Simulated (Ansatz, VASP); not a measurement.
MgO in VASP and in Ansatz

INCAR

```
PREC = Accurate ; ENCUT = 600
EDIFF = 1E-6 ; ISMEAR = -1
SIGMA = 0.02 ; LREAL = False
LASPH = True ; NELM = 120
ALGO = Normal ; ISIF = 2
LWAVE = False ; LCHARG = False
NBANDS = 11 ; GGA_COMPAT = False
```

The input KPOINTS:

```
regular mesh
0
Gamma
  8 8 8
```

Contents of POSCAR:

```
MgO
1.0
    0.0316275000      2.1085000000      2.1085000000
    2.1085000000      0.0316275000      2.1085000000
    2.1401275000      2.1401275000      0.0000000000
Mg O
1 1
Direct
    0.0000000000      0.0000000000      0.0000000000
    0.5000000000      0.5000000000      0.5000000000
```

Input for Ansatz:

```yaml
crystal:
  lattice:
    - [0.031627499999999996, 2.1085, 2.1085]
    - [2.1085, 0.031627499999999996, 2.1085]
    - [2.1401274999999997, 2.1401274999999997, 0.0]
  atoms:
    - { symbol: Mg, position: [0.0, 0.0, 0.0] }
    - { symbol: O, position: [0.5, 0.5, 0.5] }
basis:
  ecutwfc: 517.016338673772
kpoints:
  mp_grid:
    grid: [8, 8, 8]
hamiltonian:
  xc: lda
scf:
  occupations:
    method: fermi_dirac
    width: 0.02
output:
  stress: true
```

Alike in both runs: task single point; functional LDA; k mesh 8 × 8 × 8; occupations fermi-dirac, width 0.02 eV; no spin polarisation.

|  | VASP | Ansatz |
| --- | --- | --- |
| version | VASP 6.6.1 | Ansatz 0.2.0 |
| potentials or method | VASP PAW LDA potentials, release 64 (Mg, O), cutoff 600 eV | plane waves, PAW |
| valence electrons in the cell | 8 | 16 |

|  | VASP | Ansatz | Ansatz less VASP |
| --- | --- | --- | --- |
| pressure (GPa) | -8.4 | -6.5 | +1.98 |
| traceless stress, the component that is largest in VASP (GPa) | -4.45 | -4.39 | +0.056 |

LDA's correlation is that of Perdew and Zunger in VASP and of Perdew and Wang (1992) in Ansatz. VASP's potentials hold 8 valence electrons a cell and Ansatz's 16, so a difference there can come from the potentials and not from the codes.
